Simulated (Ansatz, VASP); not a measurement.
## Mg5ZnS6: VASP beside Ansatz

```
Mg Zn S
1.0
     0.00000    0.00000    6.46989
     6.95951    0.00000    0.00000
    -3.47976    6.02711    0.00000
Mg Zn S
5 1 6
Direct
  0.00241 0.00000 0.66983
  0.00241 0.66983 0.00000
  0.00241 0.33017 0.33017
  0.50294 0.33333 0.66667
  0.50294 0.66667 0.33333
  0.50421 0.00000 0.00000
  0.38467 0.00000 0.67689
  0.38467 0.67689 0.00000
  0.38467 0.32311 0.32311
  0.88427 0.33333 0.66667
  0.87012 0.00000 0.00000
  0.88427 0.66667 0.33333
```

Alike in both runs: task single point; functional PBE; k mesh 2 × 3 × 3; occupations gaussian, width 0.1 eV; no spin polarisation.

|  | VASP | Ansatz |
| --- | --- | --- |
| version | VASP 6.6.1 | Ansatz 0.2.0 |
| potentials or method | VASP PAW PBE potentials, release 64 (Mg, Zn, S), cutoff 520 eV | scalar-relativistic, plane waves, PAW |
| valence electrons in the cell | 58 | 98 |

VASP gave:

* gap on the k mesh at the Fermi level (eV): 3.13
* least direct gap on the mesh (eV): 3.13
* pressure (GPa): -0.1
* rms of the force components (eV/Å): 0.006

Task: Which values does Ansatz return?

Result: gap on the k mesh at the Fermi level (eV): 3.14; least direct gap on the mesh (eV): 3.14; pressure (GPa): 0.0; rms of the force components (eV/Å): 0.003.

Atom by atom the forces differ by 0.007 eV/Å (rms over components). VASP's potentials hold 58 valence electrons a cell and Ansatz's 98, so a difference there can come from the potentials and not from the codes.

The k mesh is coarse, so the values compare programs but aren't converged.
